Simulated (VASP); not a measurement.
## HfO2: single point with PBE

Crystal: HfO2.

```xyz
12
Lattice="5.1180 0.0000 0.0000 0.0000 5.1857 0.0000 -0.8587 0.0000 5.0575" Properties=species:S:1:pos:R:3 pbc="T T T"
Hf    1.2346    0.2085    1.0520
Hf    3.4540    2.8014    1.4767
Hf    3.0247    4.9772    4.0054
Hf    0.8053    2.3843    3.5808
O     1.8665    3.9378    2.4567
O     2.8222    1.3449    0.0721
O     2.3929    1.2479    2.6008
O     1.4371    3.8408    4.9854
O     0.1415    1.8632    1.6121
O     4.5471    4.4560    0.9166
O     4.1178    3.3225    3.4453
O    -0.2878    0.7297    4.1409
```

This cell differs from its parent crystal: z stretched by -3 %, then relaxed in part.

| Item | Value |
| --- | --- |
| Program | VASP 6.6.1 |
| Task | single point |
| Functional | PBE |
| Potentials or basis | VASP PAW PBE potentials, release 64 (Hf_pv, O) |
| Cutoff | 520 eV |
| k mesh | 6 × 6 × 6 |
| Occupations | fermi-dirac, width 0.02 eV |
| Spin | no spin polarisation |
| Dipole correction | no |
| Further INCAR settings | ALGO = Normal; EDIFF = 1e-06; NBANDS = 56 |

| Property | Result |
| --- | --- |
| Pressure | 6.4 GPa |
| Largest force | 0.083 eV/Å |
| Band gap on the k mesh | 4.24 eV (least direct gap 4.30 eV) |

Forces in eV/Å, atoms in the order of the input:
```
Hf  -0.027  0.038 -0.069
Hf   0.027  0.038  0.069
Hf   0.027 -0.038  0.069
Hf  -0.027 -0.038 -0.069
O    0.051  0.000  0.001
O   -0.051  0.000 -0.001
O   -0.051  0.000 -0.001
O    0.051  0.000  0.001
O   -0.023 -0.017  0.067
O    0.023 -0.017 -0.067
O    0.023  0.017 -0.067
O   -0.023  0.017  0.067
```

Stress tensor (GPa, compression positive):
```
3.89 0.00 0.59
0.00 6.60 0.00
0.59 0.00 8.82
```

Levels at points of the mesh, in eV from the valence-band top:
```csv
k point,band 40,band 41,band 42,band 43,band 44,band 45,band 46,band 47,band 48,band 49
"(0.00, 0.00, 0.00)",-0.94,-0.65,-0.33,-0.17,0.00,4.58,5.27,5.40,5.67,5.80
"(0.50, 0.00, 0.00)",-0.88,-0.60,-0.48,-0.25,-0.10,4.24,5.36,5.56,5.65,5.85
"(0.00, 0.50, 0.00)",-1.03,-0.70,-0.70,-0.46,-0.46,5.07,5.07,5.69,5.69,5.94
"(0.50, 0.50, 0.00)",-1.19,-0.78,-0.78,-0.52,-0.52,4.95,4.95,5.48,5.48,6.03
"(0.00, 0.00, 0.50)",-0.85,-0.78,-0.78,-0.32,-0.32,4.76,4.76,5.32,5.32,6.39
"(0.50, 0.00, 0.50)",-1.24,-0.90,-0.90,-0.29,-0.29,4.53,4.53,5.35,5.35,6.03
"(0.00, 0.50, 0.50)",-0.97,-0.80,-0.80,-0.59,-0.59,4.96,4.96,5.35,5.35,6.07
"(0.50, 0.50, 0.50)",-1.20,-1.03,-1.03,-0.65,-0.65,5.00,5.00,5.39,5.39,5.62
```

It took 19 min on 1 thread of Intel Xeon 8259CL, with other jobs on the host, peak memory 0.54 GiB.

Caveat: the cell differs from its parent crystal (z stretched by -3 %, then relaxed in part); the cell stands under pressure; spin-orbit coupling is left out, which moves the levels of the heavy elements. A k mesh can miss the band edges.
